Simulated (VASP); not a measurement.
Wanted: the native input for a VASP 6.6.1 run.

* Task: single point
* Functional: PBE
* Potentials or basis: VASP PAW PBE potentials, release 64 (Na_pv, H)
* Cutoff: 520 eV
* k mesh: 6 × 6 × 6
* Occupations: gaussian, width 0.1 eV
* Spin: no spin polarisation
* Dipole correction: no
* Further INCAR settings: ALGO = Normal; EDIFF = 1e-06; NBANDS = 28

The structure of Na2H3 lies in POSCAR:

```
Na2H3
1.0
    2.6804539433      1.5475608057      4.8788287022
   -2.6804539433      1.5475608057      4.8788287022
    0.0000000000     -3.0951216115      4.8788287022
Na H
4 6
Direct
    0.8521800000      0.8521800000      0.8521800000
    0.6478200000      0.6478200000      0.6478200000
    0.1478200000      0.1478200000      0.1478200000
    0.3521800000      0.3521800000      0.3521800000
    0.0562500000      0.4437500000      0.7500000000
    0.7500000000      0.0562500000      0.4437500000
    0.4437500000      0.7500000000      0.0562500000
    0.9437500000      0.5562500000      0.2500000000
    0.2500000000      0.9437500000      0.5562500000
    0.5562500000      0.2500000000      0.9437500000
```

The input as run:

INCAR

```
SYSTEM = Na2H3
PREC = Accurate
ENCUT = 520
EDIFF = 1E-6
ISMEAR = 0
SIGMA = 0.1
LREAL = .False.
LASPH = .True.
NELM = 100
ALGO = Normal
ISIF = 2
LWAVE = .False.
LCHARG = .True.
GGA = PE
LELF = .True.
LVHAR = .True.
NBANDS = 28
```

KPOINTS

```
regular mesh
0
Gamma
  6 6 6
  0 0 0
```

Potentials or basis: VASP PAW PBE potentials, release 64 (Na_pv, H).

Run with:

```console
$ cat potpaw_PBE.64/Na_pv/POTCAR potpaw_PBE.64/H/POTCAR > POTCAR
$ mpirun -np 1 vasp_std > vasp.out
```

Results of the run:

* Pressure: 6.0 GPa
* Largest force: 0.195 eV/Å
* Band gap on the k mesh: zero (bands 17 and 18 overlap by 0.31 eV)

Caveat: the cell stands under pressure.

Wall time 2.3 min on 1 thread of Intel(R) Xeon(R) Platinum 8488C (Sapphire Rapids), with other jobs on the host, peak memory 0.34 GiB.
